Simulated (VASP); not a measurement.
# WC (Fm-3m) in VASP: notebook

WC is run at these levels: LDA, PBEsol+D3(BJ), BLYP+D3(BJ); tasks: single point, relaxation of cell and atoms.

Program: VASP 6.6.1. These are calculated values, not measurements. Logs are shortened: lines on timing, memory, paths and dates and some standing lists are left out, and cuts for length are marked.

### Step 1. The cell of the first run

The structure is cubic, space group Fm-3m (No. 225). The conventional cell has a = 4.323 Å, b = 4.323 Å, c = 4.323 Å, α = 90.00°, β = 90.00°, γ = 90.00°. W (site symmetry m-3m) has 6 C at 2.16 Å within 2.9 Å. C (site symmetry m-3m) has 6 W at 2.16 Å within 2.9 Å.

### Step 2. Single point, LDA

File INCAR:

```
SYSTEM = WC
ALGO = Normal
EDIFF = 1E-6
ENCUT = 520
ISIF = 2
ISMEAR = 0
LASPH = .True.
LCHARG = .True.
LELF = .True.
LREAL = .False.
LVHAR = .True.
LWAVE = .False.
NBANDS = 16
NELM = 100
PREC = Accurate
SIGMA = 0.1
```

File KPOINTS:

```
k-points
0
Gamma
  11 11 11
  0 0 0
```

File POSCAR:

```
WC
1.0
    0.0000000000      2.1614941661      2.1614941661
    2.1614941661      0.0000000000      2.1614941661
    2.1614941661      2.1614941661      0.0000000000
W C
1 1
Direct
    0.0000000000      0.0000000000      0.0000000000
    0.5000000000      0.5000000000      0.5000000000
```

Potentials or basis: VASP PAW LDA potentials, release 64 (W_sv, C).

The run is started by

```bash
> cat potpaw_LDA.64/W_sv/POTCAR potpaw_LDA.64/C/POTCAR > POTCAR
> mpirun -np 1 vasp_std > vasp.out
```

OUTCAR:

```text
SYSTEM = WC
   EDIFF = 1E-6
   ENCUT = 520
   ISIF = 2
   ISMEAR = 0
   LASPH = .True.
   LREAL = .False.
   NELM = 100
   PREC = Accurate

 ion  position               nearest neighbor table
   1  0.000  0.000  0.000-   2 2.16   2 2.16   2 2.16   2 2.16   2 2.16   2 2.16
   2  0.500  0.500  0.500-   1 2.16   1 2.16   1 2.16   1 2.16   1 2.16   1 2.16

  LATTYP: Found a face centered cubic cell.
 ALAT       =     4.3229883322

  Lattice vectors:

 A1 = (   0.0000000000,   2.1614941661,   2.1614941661)
 A2 = (   2.1614941661,   0.0000000000,   2.1614941661)
 A3 = (   2.1614941661,   2.1614941661,   0.0000000000)

Analysis of symmetry for initial positions (statically):
=====================================================================
 Subroutine PRICEL returns:
 Original cell was already a primitive cell.

 Routine SETGRP: Setting up the symmetry group for a
 face centered cubic supercell.

 Subroutine GETGRP returns: Found 48 space group operations
 (whereof 48 operations were pure point group operations)
 out of a pool of 48 trial point group operations.

The static configuration has the point symmetry O_h .

Analysis of symmetry for dynamics (positions and initial velocities):
=====================================================================
 Subroutine PRICEL returns:
 Original cell was already a primitive cell.

 Routine SETGRP: Setting up the symmetry group for a
 face centered cubic supercell.

 Subroutine GETGRP returns: Found 48 space group operations
 (whereof 48 operations were pure point group operations)
 out of a pool of 48 trial point group operations.

The dynamic configuration has the point symmetry O_h .

 Subroutine INISYM returns: Found 48 space group operations
 (whereof 48 operations are pure point group operations),
 and found     1 'primitive' translations

----------------------------------------------------------------------------------------

                                     Primitive cell

  volume of cell :      20.1972

  direct lattice vectors                    reciprocal lattice vectors
     0.000000000  2.161494166  2.161494166    -0.231321466  0.231321466  0.231321466
     2.161494166  0.000000000  2.161494166     0.231321466 -0.231321466  0.231321466
     2.161494166  2.161494166  0.000000000     0.231321466  0.231321466 -0.231321466

  length of vectors
     3.056814365  3.056814365  3.056814365     0.400660533  0.400660533  0.400660533

  position of ions in fractional coordinates (direct lattice)
     0.000000000  0.000000000  0.000000000
     0.500000000  0.500000000  0.500000000

  ion indices of the primitive-cell ions
   primitive index   ion index
                 1           1
                 2           2

----------------------------------------------------------------------------------------

 KPOINTS: k-points

Automatic generation of k-mesh.
 Grid dimensions read from file:
 generate k-points for:   11   11   11

 Generating k-lattice:

  Cartesian coordinates                     Fractional coordinates (reciprocal lattice)
    -0.021029224  0.021029224  0.021029224     0.090909091  0.000000000  0.000000000
     0.021029224 -0.021029224  0.021029224     0.000000000  0.090909091  0.000000000
     0.021029224  0.021029224 -0.021029224     0.000000000  0.000000000  0.090909091

  Length of vectors
     0.036423685  0.036423685  0.036423685

  Shift w.r.t. Gamma in fractional coordinates (k-lattice)
     0.000000000  0.000000000  0.000000000

 Subroutine IBZKPT returns following result:
 ===========================================

 Found     56 irreducible k-points:

 Following reciprocal coordinates:
            Coordinates               Weight
  0.000000  0.000000  0.000000      1.000000
  0.090909  0.000000  0.000000      8.000000
  0.181818  0.000000  0.000000      8.000000
  0.272727  0.000000  0.000000      8.000000
  0.363636  0.000000  0.000000      8.000000
  0.454545  0.000000  0.000000      8.000000
[... 16 lines left out ...]
 -0.272727  0.181818  0.000000     24.000000
 -0.181818  0.181818  0.000000     12.000000
 [... further k-points ...]
   k-points           NKPTS =     56   k-points in BZ     NKDIM =     56   number of bands    NBANDS=     16
   number of dos      NEDOS =    301   number of ions     NIONS =      2
   total plane-waves  NPLWV =  13824
   dimension x,y,z NGX =    24 NGY =   24 NGZ =   24
   dimension x,y,z NGXF=    48 NGYF=   48 NGZF=   48
   ions per type =               1   1
   NGX,Y,Z   is equivalent  to a cutoff of  13.05, 13.05, 13.05 a.u.
   NGXF,Y,Z  is equivalent  to a cutoff of  26.10, 26.10, 26.10 a.u.
 SYSTEM =  WC
   PREC   = accura    normal or accurate (medium, high low for compatibility)
   ISTART =      0    job   : 0-new  1-cont  2-samecut
   ICHARG =      2    charge: 1-file 2-atom 10-const
   ISPIN  =      1    spin polarized calculation?
   LNONCOLLINEAR =      F non collinear calculations
   LSORBIT =      F    spin-orbit coupling
   LASPH  =      T    aspherical Exc in radial PAW
   ENCUT  =  520.0 eV  38.22 Ry    6.18 a.u.   5.68  5.68  5.68*2*pi/ulx,y,z
   NELM   =    100;   NELMIN=  2; NELMDL= -5     # of ELM steps
   EDIFF  = 0.1E-05   stopping-criterion for ELM
   LREAL  =      F    real-space projection
   EDIFFG = 0.1E-04   stopping-criterion for IOM
   NSW    =      0    number of steps for IOM
   IBRION =     -1    ionic relax: 0-MD 1-quasi-New 2-CG
   NFREE  =      0    steps in history (QN), initial steepest desc. (CG)
   ISIF   =      2    stress and relaxation
   ISYM   =      2    0-nonsym 1-usesym 2-fastsym
   POTIM  = 0.5000    time-step for ionic-motion
   TEBEG  =    0.0;   TEEND  =   0.0 temperature during run
   PSTRESS=    0.0 pullay stress
   NELECT =      18.0000    total number of electrons
   NUPDOWN=      -1.0000    fix difference up-down
   EMIN   =  10.00;   EMAX   =-10.00  energy-range for DOS
   EFERMI =   0.00;   METHOD = LEGACY
   ISMEAR =     0;   SIGMA  =   0.10  broadening in eV -4-tet -1-fermi 0-gaus
   EFERMI_NEDOS =   21; number of points for ismear=-14 and -15
   IALGO  =     38    algorithm
   IMIX   =      4    mixing-type and parameters
     AMIX     =   0.40;   BMIX     =  1.00
     AMIX_MAG =   1.60;   BMIX_MAG =  1.00
  volume/ion in A,a.u.               =      10.10        68.15
  Fermi-wavevector in a.u.,A,eV,Ry     =   1.575439  2.977148 33.769771  2.482008
  Thomas-Fermi vector in A             =   2.676423
   LORBIT       =      0    0 simple, 1 ext, 2 COOP (PROOUT), +10 PAW based schemes
   GGA     = CA    functional components
   LHFCALC =     F    Hartree Fock is set to
   AEXX    =    0.0000 exact exchange contribution
   IVDW    =     0    specifies the selected vdW correction
   LEPSILON=     F    determine dielectric tensor
   LRPA    =     F    only Hartree local field effects (RPA)
 non-spin polarized calculation
 Gauss-broadening in eV      SIGMA  =   0.10
  energy-cutoff  :      520.00
  volume of cell :       20.20
 maximum number of plane-waves:       556
   NGX = 11   NGY = 11   NGZ = 11

 number of electron      17.9999999 magnetization

 Free energy of the ion-electron system (eV)
  ---------------------------------------------------
  ext. energy  EPLUGINS =         0.00000000
  ---------------------------------------------------
  free energy    TOTEN  =       -23.79641022 eV

  energy without entropy =      -23.78912742  energy(sigma->0) =      -23.79276882

 E-fermi :  12.9553     XC(G=0): -14.1317

 val. band max:       12.9423258054   @ k =  -0.2727   0.4545   0.1818
 cond. band min:      12.9554398422   @ k =   0.2727   0.2727   0.0000
 fundamental gap:      0.0131140368
 Fermi energy:        12.9552983411

 k-point     1 :       0.0000    0.0000    0.0000
  band No.  band energies     occupation
      1     -61.9773      2.00000
      2     -26.2245      2.00000
      3     -26.2245      2.00000
      4     -26.2245      2.00000
      5      -3.0294      2.00000
      6      10.0347      2.00000
[... 8 lines left out ...]
     15      22.6384      0.00000
     16      37.1178      0.00000

 k-point     2 :       0.0909    0.0000    0.0000
  band No.  band energies     occupation
      1     -61.9735      2.00000
      2     -26.2831      2.00000
      3     -26.2307      2.00000
      4     -26.2306      2.00000
      5      -2.7824      2.00000
      6       9.2536      2.00000
[... 8 lines left out ...]
     15      23.2123      0.00000
     16      34.7031      0.00000

 k-point     3 :       0.1818    0.0000    0.0000
  band No.  band energies     occupation
      1     -61.9635      2.00000
      2     -26.4378      2.00000
      3     -26.2471      2.00000
      4     -26.2471      2.00000
      5      -2.0801      2.00000
      6       7.7744      2.00000
[... 8 lines left out ...]
     15      24.6034      0.00000
     16      31.7259      0.00000

 k-point     4 :       0.2727    0.0000    0.0000
  band No.  band energies     occupation
      1     -61.9503      2.00000
      2     -26.6346      2.00000
      3     -26.2685      2.00000
      4     -26.2685      2.00000
      5      -1.0260      2.00000
      6       6.1862      2.00000
[... 8 lines left out ...]
     15      25.7202      0.00000
     16      29.8350      0.00000

 k-point     5 :       0.3636    0.0000    0.0000
  band No.  band energies     occupation
      1     -61.9382      2.00000
      2     -26.8104      2.00000
      3     -26.2881      2.00000
      4     -26.2881      2.00000
      5       0.2408      2.00000
      6       4.6520      2.00000
[... 8 lines left out ...]
     15      26.5854      0.00000
     16      27.1263      0.00000

 k-point     6 :       0.4545    0.0000    0.0000
  band No.  band energies     occupation
      1     -61.9309      2.00000
      2     -26.9126      2.00000
      3     -26.2997      2.00000
      4     -26.2997      2.00000
      5       1.5498      2.00000
      6       3.2491      2.00000
[... 8 lines left out ...]
     15      25.3342      0.00000
     16      25.3342      0.00000

 k-point     7 :       0.0909    0.0909    0.0000
  band No.  band energies     occupation
      1     -61.9723      2.00000
      2     -26.2790      2.00000
      3     -26.2445      2.00000
      4     -26.2445      2.00000
      5      -2.7053      2.00000
      6       9.0305      2.00000
[... 8 lines left out ...]
     15      23.4041      0.00000
     16      34.5768      0.00000

 k-point     8 :       0.1818    0.0909    0.0000
  band No.  band energies     occupation
      1     -61.9644      2.00000
      2     -26.3940      2.00000
      3     -26.2674      2.00000
      4     -26.2551      2.00000
      5      -2.1719      2.00000
      6       7.6388      2.00000
[... 8 lines left out ...]
     15      24.5530      0.00000
     16      31.7749      0.00000

 k-point     9 :       0.2727    0.0909    0.0000
  band No.  band energies     occupation
      1     -61.9522      2.00000
      2     -26.5726      2.00000
      3     -26.2920      2.00000
      4     -26.2739      2.00000
      5      -1.2680      2.00000
      6       6.3015      2.00000
[... 8 lines left out ...]
     15      25.7534      0.00000
     16      29.4588      0.00000
[... 172 lines left out ...]
 k-point    19 :       0.3636    0.1818    0.0000
  band No.  band energies     occupation
      1     -61.9374      2.00000
      2     -26.6947      2.00000
      3     -26.3586      2.00000
      4     -26.3506      2.00000
      5      -0.3913      2.00000
      6       5.1859      2.00000
[... 8 lines left out ...]
     15      25.5283      0.00000
     16      28.1666      0.00000

 k-point    20 :       0.4545    0.1818    0.0000
  band No.  band energies     occupation
      1     -61.9281      2.00000
      2     -26.8080      2.00000
      3     -26.4021      2.00000
      4     -26.3562      2.00000
      5       0.4672      2.00000
      6       4.4856      2.00000
[... 8 lines left out ...]
     15      24.7284      0.00000
     16      27.2056      0.00000

 k-point    21 :      -0.4545    0.1818    0.0000
  band No.  band energies     occupation
      1     -61.9241      2.00000
      2     -26.8530      2.00000
      3     -26.4405      2.00000
      4     -26.3441      2.00000
      5       1.1010      2.00000
      6       3.8903      2.00000
[... 8 lines left out ...]
     15      25.3091      0.00000
     16      26.9362      0.00000

 k-point    22 :      -0.3636    0.1818    0.0000
  band No.  band energies     occupation
      1     -61.9265      2.00000
      2     -26.8206      2.00000
      3     -26.4578      2.00000
      4     -26.3179      2.00000
      5       1.0194      2.00000
      6       3.9327      2.00000
[... 8 lines left out ...]
     15      25.7712      0.00000
     16      26.5535      0.00000

 k-point    23 :      -0.2727    0.1818    0.0000
  band No.  band energies     occupation
      1     -61.9346      2.00000
      2     -26.7273      2.00000
      3     -26.4410      2.00000
      4     -26.2859      2.00000
      5       0.2128      2.00000
      6       4.7406      2.00000
[... 8 lines left out ...]
     15      26.0216      0.00000
     16      26.6623      0.00000

 k-point    24 :      -0.1818    0.1818    0.0000
  band No.  band energies     occupation
      1     -61.9458      2.00000
      2     -26.6125      2.00000
      3     -26.3834      2.00000
      4     -26.2582      2.00000
      5      -0.7632      2.00000
      6       5.8730      2.00000
[... 8 lines left out ...]
     15      26.0924      0.00000
     16      27.1588      0.00000

 [... further k-points ...]

------------------------ aborting loop because EDIFF is reached ----------------------------------------

  FORCE on cell =-STRESS in cart. coord.  units (eV):
  Direction    XX          YY          ZZ          XY          YZ          ZX
  --------------------------------------------------------------------------------------
  -------------------------------------------------------------------------------------
  Total        0.3055707      0.3055707      0.3055707      0.0000000     -0.0000000      0.0000000
  in kB       24.2398575     24.2398575     24.2398575      0.0000000     -0.0000000      0.0000000
  external PRESSURE =      24.2398575 kB  Pullay stress =       0.0000000 kB

 VOLUME and BASIS-vectors are now :
 -----------------------------------------------------------------------------
  energy-cutoff  :      520.00
  volume of cell :       20.20
      direct lattice vectors                 reciprocal lattice vectors
     0.000000000  2.161494166  2.161494166    -0.231321466  0.231321466  0.231321466
     2.161494166  0.000000000  2.161494166     0.231321466 -0.231321466  0.231321466
     2.161494166  2.161494166  0.000000000     0.231321466  0.231321466 -0.231321466

 POSITION                                       TOTAL-FORCE (eV/Angst)
 -----------------------------------------------------------------------------------
      0.00000      0.00000      0.00000         0.000000      0.000000      0.000000
      2.16149      2.16149      2.16149        -0.000000     -0.000000     -0.000000
 -----------------------------------------------------------------------------------
    total drift:                                0.000000     -0.000000     -0.000000

  FREE ENERGIE OF THE ION-ELECTRON SYSTEM (eV)
  ---------------------------------------------------
  free  energy   TOTEN  =       -23.7964102233 eV

  energy  without entropy=      -23.7891274189  energy(sigma->0) =      -23.79276882
```

Wall time 20 s (1 thread of Intel Xeon 8259CL, shared host); peak memory 0.14 GiB.

What came out:

```yaml
Free_energy: -23.7964 eV
Pressure: 2.4 GPa
Band_gap_on_the_k_mesh: zero (bands 9 and 10 overlap by 3.25 eV)
```

Levels at points of the mesh, in eV from the Fermi level:
```csv
k point,band 5,band 6,band 7,band 8,band 9,band 10,band 11,band 12,band 13,band 14
"(0.00, 0.00, 0.00)",-15.98,-2.92,-2.92,-2.92,-1.10,-1.10,-1.10,-1.02,-1.02,7.17
```

Caveat: spin-orbit coupling is left out, which moves the levels of the heavy elements.

[end of part 1 of 4]
